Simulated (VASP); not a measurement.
Crystal: Si5Sn.

```
Si Sn
1.0
     5.60336    0.00000    0.00000
    -2.80168    4.85265    0.00000
     0.00000    0.00000    4.26833
Si Sn
5 1
Direct
  0.33333 0.66667 0.00000
  0.66667 0.33333 0.00000
  0.50000 0.00000 0.50000
  0.50000 0.50000 0.50000
  0.00000 0.50000 0.50000
  0.00000 0.00000 0.00000
```

* Program: VASP 6.6.1
* Task: relaxation of cell and atoms
* Functional: PBE
* Potentials or basis: VASP PAW PBE potentials, release 64 (Si, Sn_d)
* Cutoff: 600 eV
* k mesh: 6 × 6 × 4
* Occupations: gaussian, width 0.1 eV
* Spin: no spin polarisation

At the start: pressure -5.8 GPa; volume 19.34 Å³/atom.

Where does the relaxation end?

Over 18 steps the energy falls by 94.9 meV/atom and the volume is 18.07 Å³/atom (-6.6 %); space group P6/mmm (No. 191, to 0.05 Å).

The path:
| step | energy change (eV) | largest force (eV/Å) | pressure (GPa) | volume (Å³) |
| --- | --- | --- | --- | --- |
| 1 | 0.0000 | 0.0000 | -5.84 | 116.06 |
| 2 | -0.3643 | 0.0000 | -0.06 | 104.57 |
| 3 | -0.3833 | 0.0000 | 3.29 | 100.81 |
| 4 | -0.3877 | 0.0000 | 2.02 | 102.12 |
| 5 | -0.4336 | 0.0000 | 5.65 | 100.07 |
| 6 | -0.4597 | 0.0000 | 3.85 | 100.96 |
| 7 | -0.5425 | 0.0000 | 0.09 | 106.52 |
| 8 | -0.5445 | 0.0000 | -0.65 | 107.82 |
| 9 | -0.5446 | 0.0000 | -0.54 | 107.61 |
| 10 | -0.5554 | 0.0000 | 0.00 | 107.67 |
| 11 | -0.5601 | 0.0000 | 0.20 | 107.70 |
| 12 | -0.5681 | 0.0000 | 0.42 | 107.74 |
| 13 | -0.5672 | 0.0000 | 0.55 | 107.74 |
| 14 | -0.5682 | 0.0000 | 0.44 | 107.74 |
| 15 | -0.5676 | 0.0000 | -0.15 | 108.88 |
| 16 | -0.5689 | 0.0000 | 0.19 | 108.22 |
| 17 | -0.5690 | 0.0000 | -0.15 | 108.62 |
| 18 | -0.5692 | 0.0000 | 0.01 | 108.44 |

Final structure:
```xyz
6
Lattice="5.7737 0.0000 0.0000 -2.8869 5.0002 0.0000 0.0000 0.0000 3.7561" Properties=species:S:1:pos:R:3 pbc="T T T"
Si    0.0000    3.3335    0.0000
Si    2.8869    1.6667    0.0000
Si    2.8869    0.0000    1.8780
Si    1.4434    2.5001    1.8780
Si   -1.4434    2.5001    1.8780
Sn    0.0000    0.0000    0.0000
```

Caveat: the k points lie up to 0.42 Å⁻¹ apart in the final cell.
